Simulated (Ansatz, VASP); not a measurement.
Two plane-wave programs on TaN

POSCAR

```
TaN
1.0
    0.0000000000      2.3821777771      2.3821777771
    2.3821777771      0.0000000000      2.3821777771
    2.3821777771      2.3821777771      0.0000000000
Ta N
1 1
Direct
    0.0000000000      0.0000000000      0.0000000000
    0.2500000000      0.2500000000      0.2500000000
```

The input INCAR.step1:

```
PREC = Accurate
ENCUT = 660
ISMEAR = 0
SIGMA = 0.05
LREAL = F
LASPH = T
NELM = 200
ISPIN = 2
MAGMOM = 0.05 0
LMAXMIX = 4
NBANDS = 19
GGA = PE
ALGO = Normal
EDIFF = 1E-5
LWAVE = T
LCHARG = F
GGA_COMPAT = F
```

File INCAR.step2:

```
PREC = Accurate
ENCUT = 660
EDIFF = 1E-6
ISMEAR = 0
SIGMA = 0.05
LREAL = F
LASPH = T
NELM = 200
ALGO = Normal
ISIF = 2
LWAVE = F
LCHARG = F
ISPIN = 2
MAGMOM = 0.05 0
LORBIT = 11
LMAXMIX = 4
METAGGA = R2SCAN
LMIXTAU = T
NBANDS = 19
ISTART = 1
GGA_COMPAT = F
```

The input KPOINTS:

```
Automatic mesh
0
Gamma
  12 12 12
```

Input for Ansatz:

```yaml
crystal:
  lattice:
    - [0.0, 2.3821777771, 2.3821777771]
    - [2.3821777771, 0.0, 2.3821777771]
    - [2.3821777771, 2.3821777771, 0.0]
  atoms:
    - { symbol: Ta, position: [0.0, 0.0, 0.0], spin: 0.05 }
    - { symbol: "N", position: [0.25, 0.25, 0.25] }
basis:
  ecutwfc: 500
  ecutrho_ratio: 4
kpoints:
  mp_grid: { grid: [12, 12, 12] }
hamiltonian:
  xc: r2scan
scf:
  occupations: { method: gaussian, width: 0.05 }
output:
  forces: true
  stress: true
  eigenvalues: true
  populations: true
magnetization:
  spin_polarized: true
```

Alike in both runs: task single point; functional r2SCAN; k mesh 12 × 12 × 12; occupations gaussian, width 0.05 eV; collinear spin.

|  | VASP | Ansatz |
| --- | --- | --- |
| version | VASP 6.6.1 | Ansatz 0.2.0 |
| potentials or method | VASP PAW PBE potentials, release 64 (Ta_pv, N), cutoff 660 eV | scalar-relativistic, plane waves, PAW |
| valence electrons in the cell | 16 | 18 |

Ansatz gave:

```
gap on the k mesh at the Fermi level (eV) : none
pressure (GPa)                            : -5.0
net moment per atom (μB)                  : 0.00
```

Task: What did VASP give for the same quantities?

Result: gap on the k mesh at the Fermi level (eV): none; pressure (GPa): -4.0; net moment per atom (μB): 0.00.

VASP's potentials were made for PBE, not for r2SCAN. A gap of «none» marks a metal or a gap that the smearing closes. VASP's potentials hold 16 valence electrons a cell and Ansatz's 18, so a difference there can come from the potentials and not from the codes. Ansatz's warnings: seeded moment not kept, stability check not made.

Spin-orbit coupling is off throughout.
